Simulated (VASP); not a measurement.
Wanted: the native input for a VASP 6.6.1 run.

```
Task                               : single point
Functional                         : HSE06
Potentials or basis                : VASP PAW PBE potentials, release 64 (Pt, Se)
Cutoff                             : 520 eV
k mesh                             : 6 × 6 × 2
Occupations                        : fermi-dirac, width 0.02 eV
Spin                               : no spin polarisation
Dipole correction                  : no
Grid for exact exchange (PRECFOCK) : Normal
Further INCAR settings             : ALGO = Normal; EDIFF = 1e-06; NBANDS = 18
Share of exact exchange            : 0.25
Screening parameter                : 0.2079 1/Å
```

The system is PtSe2.

```
CELL_PARAMETERS angstrom
3.72866 0.00000 0.00000
-1.86433 3.22911 0.00000
0.00000 0.00000 5.27703
ATOMIC_POSITIONS crystal
Pt 0.00000 0.00000 0.00000
Se 0.33333 0.66667 0.24622
Se 0.66667 0.33333 0.75378
```

One way to write it, as run:

POSCAR

```
PtSe2
1.0
    3.7286599563      0.0000000000      0.0000000000
   -1.8643299782      3.2291142443      0.0000000000
    0.0000000000      0.0000000000      5.2770335836
Pt Se
1 2
Direct
    0.0000000000      0.0000000000      0.0000000000
    0.3333333333      0.6666666667      0.2462223015
    0.6666666667      0.3333333333      0.7537776985
```

INCAR.step1

```
SYSTEM = PtSe2
  ALGO = Normal
  EDIFF = 1E-5
  ENCUT = 520
  GGA = PE
  ISIF = 2
  ISMEAR = -1
  LASPH = .True.
  LREAL = .False.
  LWAVE = .True.
  NBANDS = 18
  NELM = 100
  PREC = Accurate
  SIGMA = 0.02
```

INCAR.step2

```
SYSTEM = PtSe2
  ALGO = Normal
  EDIFF = 1E-6
  ENCUT = 520
  GGA = PE
  HFSCREEN = 0.2079
  ISIF = 2
  ISMEAR = -1
  ISTART = 1
  LASPH = .True.
  LCHARG = .True.
  LELF = .True.
  LHFCALC = .True.
  LREAL = .False.
  LVHAR = .True.
  LWAVE = .False.
  NBANDS = 18
  NELM = 100
  PREC = Accurate
  PRECFOCK = Normal
  SIGMA = 0.02
```

KPOINTS

```
k-points
0
Gamma
  6 6 2
  0 0 0
```

Potentials or basis: VASP PAW PBE potentials, release 64 (Pt, Se).

The run is started by

```console
$ cat potpaw_PBE.64/Pt/POTCAR potpaw_PBE.64/Se/POTCAR > POTCAR
$ cp INCAR.step1 INCAR
$ mpirun -np 1 vasp_std > vasp.out
$ cp INCAR.step2 INCAR
$ mpirun -np 1 vasp_std > vasp.out
```

It gave:

| Item | Value |
| --- | --- |
| Pressure | -0.7 GPa |
| Largest force | 0.301 eV/Å |
| Band gap on the k mesh | 0.18 eV (least direct gap 1.69 eV) |

Caveat: the k points lie up to 0.60 Å⁻¹ apart; the PAW data sets were made with another functional, which shifts forces and pressure a little; spin-orbit coupling is left out, which moves the levels of the heavy elements.

It took 26 min on 1 thread of Intel(R) Xeon(R) Platinum 8375C CPU @ 2.90GHz (Ice Lake) (shared host), peak memory 0.3 GiB.
